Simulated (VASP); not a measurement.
N:

```
CELL_PARAMETERS angstrom
2.51947 0.00000 0.00000
-1.25974 2.18193 0.00000
0.00000 0.00000 2.44600
ATOMIC_POSITIONS crystal
N 0.66667 0.33333 0.25000
N 0.33333 0.66667 0.75000
```

Program: VASP 6.6.1. Alike in all runs: task single point; level PBE+U; potentials or basis VASP PAW PBE potentials, release 64 (N); no spin polarisation; cell as given; cutoff (eV) 600; smearing gaussian 0.1 eV.

Task: Order these runs on this cell by their pressure, lowest first.
A. U N p U = 1.6 eV; k mesh 5 × 5 × 5
B. U N p U = 1.2 eV; k mesh 2 × 6 × 5
C. U N p U = 1.7 eV; k mesh 12 × 12 × 10

Result: A (8.6 GPa), C (12.9 GPa), B (17.7 GPa).

Caveats: some runs use coarse meshes; U without spin polarisation on a metal has little footing; the stress differs along the axes, from 5 to 17 GPa (at least some runs).
